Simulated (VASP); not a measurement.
# PtSe2 (Sudovikovite) (P-3m1) in VASP: notebook

PtSe2 (Sudovikovite) is run at these levels: PBE; tasks: single point.

Program: VASP 6.6.1. These are calculated values, not measurements. Logs are shortened: lines on timing, memory, paths and dates and some standing lists are left out, and cuts for length are marked.

## (1) The cell of the first run

Symmetry: P-3m1, No. 164, trigonal system. The conventional cell has a = 3.650 Å, b = 3.650 Å, c = 5.062 Å, α = 90.00°, β = 90.00°, γ = 120.00°. Pt (site symmetry -3m) has 6 Se at 2.46 Å within 3.2 Å. Se (site symmetry 3m) has 3 Pt at 2.46 Å within 3.2 Å.

## (2) Single point, PBE

Input file INCAR:

```
SYSTEM = PtSe2
PREC     = Accurate       ! precision mode
ENCUT    = 520            ! plane-wave cutoff, eV
EDIFF    = 1E-7           ! SCF threshold, eV
ISMEAR   = -1             ! smearing method
SIGMA    = 0.05           ! smearing width, eV
LREAL    = .FALSE.        ! projectors in reciprocal space
LASPH    = .TRUE.         ! aspherical terms in the spheres
NELM     = 60             ! most SCF steps
ALGO     = Normal         ! electronic algorithm
ISIF     = 2              ! what is computed and relaxed
LWAVE    = .FALSE.        ! write WAVECAR
LCHARG   = .TRUE.         ! write CHGCAR
GGA      = PE             ! functional
LELF     = .TRUE.         ! ELF
LVHAR    = .TRUE.       
NBANDS   = 18             ! bands
```

Input file KPOINTS:

```
Automatic mesh
0
G
  7 7 5
  0 0 0
```

Input file POSCAR:

```
PtSe2
1.0
    3.6495200000      0.0000000000      0.0000000000
   -1.8247600000      3.1605770316      0.0000000000
    0.0000000000      0.0000000000      5.0620000000
Pt Se
1 2
Direct
    0.0000000000      0.0000000000      0.0000000000
    0.6666666667      0.3333333333      0.7500000000
    0.3333333333      0.6666666667      0.2500000000
```

Potentials or basis: VASP PAW PBE potentials, release 64 (Pt, Se).

Started as:

```bash
$ cat potpaw_PBE.64/Pt/POTCAR potpaw_PBE.64/Se/POTCAR > POTCAR
$ mpirun -np 1 vasp_std > vasp.out
```

OUTCAR:

```text
SYSTEM = PtSe2
   PREC = Accurate
   ENCUT = 520
   EDIFF = 1E-7
   ISMEAR = -1
   LREAL = .FALSE.
   LASPH = .TRUE.
   NELM = 60
   ISIF = 2
   GGA = PE

 ion  position               nearest neighbor table
   1  0.000  0.000  0.000-   2 2.46   3 2.46   3 2.46   2 2.46   2 2.46   3 2.46
   2  0.667  0.333  0.750-   1 2.46   1 2.46   1 2.46
   3  0.333  0.667  0.250-   1 2.46   1 2.46   1 2.46

  LATTYP: Found a hexagonal cell.
 ALAT       =     3.6495200000
 C/A-ratio  =     1.3870317192

  Lattice vectors:

 A1 = (   3.6495200000,   0.0000000000,   0.0000000000)
 A2 = (  -1.8247600000,   3.1605770316,   0.0000000000)
 A3 = (   0.0000000000,   0.0000000000,   5.0620000000)

Analysis of symmetry for initial positions (statically):
=====================================================================
 Subroutine PRICEL returns:
 Original cell was already a primitive cell.

 Routine SETGRP: Setting up the symmetry group for a
 hexagonal supercell.

 Subroutine GETGRP returns: Found 12 space group operations
 (whereof 12 operations were pure point group operations)
 out of a pool of 24 trial point group operations.

The static configuration has the point symmetry D_3d.

Analysis of symmetry for dynamics (positions and initial velocities):
=====================================================================
 Subroutine PRICEL returns:
 Original cell was already a primitive cell.

 Routine SETGRP: Setting up the symmetry group for a
 hexagonal supercell.

 Subroutine GETGRP returns: Found 12 space group operations
 (whereof 12 operations were pure point group operations)
 out of a pool of 24 trial point group operations.

The dynamic configuration has the point symmetry D_3d.

 Subroutine INISYM returns: Found 12 space group operations
 (whereof 12 operations are pure point group operations),
 and found     1 'primitive' translations

----------------------------------------------------------------------------------------

                                     Primitive cell

  volume of cell :      58.3881

  direct lattice vectors                    reciprocal lattice vectors
     3.649520000  0.000000000  0.000000000     0.274008637  0.158198960  0.000000000
[... 84 lines left out ...]
   LSORBIT =      F    spin-orbit coupling
   LASPH  =      T    aspherical Exc in radial PAW
   ENCUT  =  520.0 eV  38.22 Ry    6.18 a.u.   6.79  6.79  9.41*2*pi/ulx,y,z
   NELM   =     60;   NELMIN=  2; NELMDL= -5     # of ELM steps
   EDIFF  = 0.1E-06   stopping-criterion for ELM
   LREAL  =      F    real-space projection
   EDIFFG = 0.1E-05   stopping-criterion for IOM
   NSW    =      0    number of steps for IOM
   IBRION =     -1    ionic relax: 0-MD 1-quasi-New 2-CG
   NFREE  =      0    steps in history (QN), initial steepest desc. (CG)
   ISIF   =      2    stress and relaxation
   ISYM   =      2    0-nonsym 1-usesym 2-fastsym
   POTIM  = 0.5000    time-step for ionic-motion
   TEBEG  =    0.0;   TEEND  =   0.0 temperature during run
   PSTRESS=    0.0 pullay stress
   NELECT =      22.0000    total number of electrons
   NUPDOWN=      -1.0000    fix difference up-down
   EMIN   =  10.00;   EMAX   =-10.00  energy-range for DOS
   EFERMI =   0.00;   METHOD = LEGACY
   ISMEAR =    -1;   SIGMA  =   0.05  broadening in eV -4-tet -1-fermi 0-gaus
   EFERMI_NEDOS =   21; number of points for ismear=-14 and -15
   IALGO  =     38    algorithm
   IMIX   =      4    mixing-type and parameters
     AMIX     =   0.40;   BMIX     =  1.00
     AMIX_MAG =   1.60;   BMIX_MAG =  1.00
  volume/ion in A,a.u.               =      19.46       131.34
  Fermi-wavevector in a.u.,A,eV,Ry     =   1.182427  2.234463 19.022759  1.398133
  Thomas-Fermi vector in A             =   2.318681
   LORBIT       =      0    0 simple, 1 ext, 2 COOP (PROOUT), +10 PAW based schemes
   GGA     = PE    functional components
   LHFCALC =     F    Hartree Fock is set to
   AEXX    =    0.0000 exact exchange contribution
   IVDW    =     0    specifies the selected vdW correction
   LEPSILON=     F    determine dielectric tensor
   LRPA    =     F    only Hartree local field effects (RPA)
 non-spin polarized calculation
  energy-cutoff  :      520.00
  volume of cell :       58.39
 maximum number of plane-waves:      1585
 NGX is ok and might be reduce to    28
   NGX = 13   NGY = 13   NGZ = 19

 number of electron      22.0000001 magnetization

 Free energy of the ion-electron system (eV)
  ---------------------------------------------------
  ext. energy  EPLUGINS =         0.00000000
  ---------------------------------------------------
  free energy    TOTEN  =       -14.00923886 eV

  energy without entropy =      -14.00259150  energy(sigma->0) =      -14.00591518

 E-fermi :   7.1456     XC(G=0): -10.8265

 val. band max:        6.8251354604   @ k =   0.1429  -0.0000   0.0000
 cond. band min:       7.1799307110   @ k =   0.2857   0.2857   0.0000
 fundamental gap:      0.3547952505
 Fermi energy:         7.1455896811

 k-point     1 :       0.0000    0.0000    0.0000
  band No.  band energies     occupation
      1      -8.9906      2.00000
      2      -5.9985      2.00000
      3      -0.5142      2.00000
      4       0.2905      2.00000
      5       0.2905      2.00000
      6       2.8129      2.00000
[... 481 lines left out ...]
      5       0.8416      2.00000
      6       2.0845      2.00000
[... 10 lines left out ...]
     17      15.9416      0.00000
     18      16.4460      0.00000

 [... further k-points ...]

------------------------ aborting loop because EDIFF is reached ----------------------------------------

  FORCE on cell =-STRESS in cart. coord.  units (eV):
  Direction    XX          YY          ZZ          XY          YZ          ZX
  --------------------------------------------------------------------------------------
  -------------------------------------------------------------------------------------
  Total        5.9578512      5.9578512      4.0090659     -0.0000000     -0.0000000      0.0000000
  in kB      163.4842673    163.4842673    110.0093279     -0.0000000     -0.0000000      0.0000000
  external PRESSURE =     145.6592875 kB  Pullay stress =       0.0000000 kB

 VOLUME and BASIS-vectors are now :
 -----------------------------------------------------------------------------
  energy-cutoff  :      520.00
  volume of cell :       58.39
      direct lattice vectors                 reciprocal lattice vectors
     3.649520000  0.000000000  0.000000000     0.274008637  0.158198960  0.000000000
    -1.824760000  3.160577032  0.000000000     0.000000000  0.316397920  0.000000000
     0.000000000  0.000000000  5.062000000     0.000000000  0.000000000  0.197550375

 POSITION                                       TOTAL-FORCE (eV/Angst)
 -----------------------------------------------------------------------------------
      0.00000      0.00000      0.00000        -0.000000      0.000000      0.000000
      1.82476      1.05353      3.79650         0.000000      0.000000     -1.150116
     -0.00000      2.10705      1.26550        -0.000000      0.000000      1.150116
 -----------------------------------------------------------------------------------
    total drift:                               -0.000000     -0.000000     -0.000000

  FREE ENERGIE OF THE ION-ELECTRON SYSTEM (eV)
  ---------------------------------------------------
  free  energy   TOTEN  =       -14.0092388559 eV

  energy  without entropy=      -14.0025914973  energy(sigma->0) =      -14.00591518
```

Wall time 50 s (1 thread of Intel Xeon Platinum 8124M at 3.00GHz (Skylake/Cascade Lake), shared host); peak memory 0.19 GiB.

Results:

```yaml
Free_energy: -14.0092 eV
Pressure: 14.6 GPa
Largest_force: 1.150 eV/Å
Band_gap_on_the_k_mesh: zero (band 11 reaches 7.46 eV, above the bottom of band 12 at 7.18 eV)
```

Forces on the atoms (eV/Å):
```
Pt   0.000  0.000  0.000
Se   0.000  0.000 -1.150
Se   0.000  0.000  1.150
```

Caveat: spin-orbit coupling is left out, which moves the levels of the heavy elements; forces of over 1 eV/Å act on the atoms, so gaps and moduli don't describe the material at rest.

## (3) Single point, PBE

This run uses another cell than the first one, of 19.86 Å³/atom, 1.021 times its volume.

Input file INCAR:

```
ALGO = Normal
EDIFF = 1E-7
ENCUT = 520
GGA = PE
ISIF = 2
ISMEAR = -1
LASPH = T
LCHARG = F
LREAL = F
LWAVE = F
NBANDS = 18
NELM = 80
PREC = Accurate
SIGMA = 0.05
```

Input file KPOINTS:

```
k-points
0
Gamma
  7 7 5
```

Input file POSCAR:

```
PtSe2
1.0
    3.6867600000      0.0000000000      0.0000000000
   -1.8433800000      3.1928278177      0.0000000000
    0.0000000000      0.0000000000      5.0620000000
Pt Se
1 2
Direct
    0.0000000000      0.0000000000      0.0000000000
    0.6666666667      0.3333333333      0.7500000000
    0.3333333333      0.6666666667      0.2500000000
```

Potentials or basis: VASP PAW PBE potentials, release 64 (Pt, Se).

Started as:

```bash
$ cat potpaw_PBE.64/Pt/POTCAR potpaw_PBE.64/Se/POTCAR > POTCAR
$ mpirun -np 1 vasp_std > vasp.out
```

Run time: 47 s. Hardware: 1 thread of Intel Xeon Platinum 8124M at 3.00GHz (Skylake/Cascade Lake), shared host; peak memory 0.2 GiB.

It converged, with:

```yaml
Free_energy: -14.1148 eV
Pressure: 10.7 GPa
Largest_force: 0.869 eV/Å
Band_gap_on_the_k_mesh: zero (band 11 reaches 7.20 eV, above the bottom of band 12 at 6.89 eV)
```

Forces on the atoms (eV/Å):
```
Pt   0.000  0.000  0.000
Se   0.000  0.000 -0.869
Se   0.000  0.000  0.869
```

Stress tensor (GPa, compression positive):
```
11.93  0.00  0.00
 0.00 11.93  0.00
 0.00  0.00  8.35
```

Levels at points of the mesh, in eV from the Fermi level:
```
           k point  band 7  band 8  band 9  band 10  band 11  band 12  band 13  band 14  band 15  band 16
(0.00, 0.00, 0.00)   -4.19   -2.71   -1.11    -1.11     0.35     1.49     1.49     3.58     4.36     7.28
```

Caveat: spin-orbit coupling is left out, which moves the levels of the heavy elements.

## (4) Single point, PBE

This run uses another cell than the first one, of 20.27 Å³/atom, 1.041 times its volume.

Input file INCAR:

```
SYSTEM = PtSe2
ALGO = Normal
EDIFF = 1E-7
ENCUT = 520
GGA = PE
ISIF = 2
ISMEAR = -1
LASPH = .TRUE.
LCHARG = .FALSE.
LREAL = .FALSE.
LWAVE = .FALSE.
NBANDS = 18
NELM = 100
PREC = Accurate
SIGMA = 0.05
```

Input file KPOINTS:

```
k-points
0
G
  7 7 5
  0 0 0
```

Input file POSCAR:

```
PtSe2
1.0
    3.7240000000      0.0000000000      0.0000000000
   -1.8620000000      3.2250786037      0.0000000000
    0.0000000000      0.0000000000      5.0620000000
Pt Se
1 2
Direct
    0.0000000000      0.0000000000      0.0000000000
    0.6666666667      0.3333333333      0.7500000000
    0.3333333333      0.6666666667      0.2500000000
```

Started as:

```bash
$ cat potpaw_PBE.64/Pt/POTCAR potpaw_PBE.64/Se/POTCAR > POTCAR
$ mpirun -np 1 vasp_std > vasp.out
```

Run time: 44 s. Hardware: 1 thread of Intel Xeon Platinum 8124M at 3.00GHz (Skylake/Cascade Lake), shared host; peak memory 0.19 GiB.

Results (log left out):

| Item | Value |
| --- | --- |
| Free energy | -14.1898 eV |
| Pressure | 7.3 GPa |
| Largest force | 0.613 eV/Å |
| Band gap on the k mesh | zero (band 11 reaches 6.94 eV, above the bottom of band 12 at 6.62 eV) |

Forces in eV/Å, atoms in the order of the input:
```
Pt   0.000  0.000  0.000
Se   0.000  0.000 -0.613
Se   0.000  0.000  0.613
```

Stress tensor (GPa, compression positive):
```
7.93 0.00 0.00
0.00 7.93 0.00
0.00 0.00 6.01
```

Levels at points of the mesh, in eV from the Fermi level:
| k point | band 8 | band 9 | band 10 | band 11 | band 12 | band 13 | band 14 | band 15 |
| --- | --- | --- | --- | --- | --- | --- | --- | --- |
| (0.00, 0.00, 0.00) | -2.61 | -1.10 | -1.10 | 0.37 | 1.44 | 1.44 | 3.58 | 4.19 |

Caveat: spin-orbit coupling is left out, which moves the levels of the heavy elements.

## (5) Summary

| cell | gap on the mesh (eV) | pressure (GPa) | largest force (eV/Å) |
| --- | --- | --- | --- |
| a = 3.650, b = 3.650, c = 5.062 Å, angles 90.0, 90.0, 120.0°, 3 atoms | none | 14.6 | 1.15 |
| a = 3.687, b = 3.687, c = 5.062 Å, angles 90.0, 90.0, 120.0°, 3 atoms | none | 10.7 | 0.87 |
| a = 3.724, b = 3.724, c = 5.062 Å, angles 90.0, 90.0, 120.0°, 3 atoms | none | 7.3 | 0.61 |

Alike in all rows: task single point; level PBE; potentials or basis VASP PAW PBE potentials, release 64 (Pt, Se); no spin polarisation; k mesh 7 × 7 × 5; cutoff (eV) 520; smearing fermi-dirac 0.05 eV.

Caveats: spin-orbit coupling is left out, which moves the levels of the heavy elements; forces of over 1 eV/Å act on the atoms, so gaps and moduli don't describe the material at rest (some runs).

Absolute energies hang on the potentials; compare differences alone.
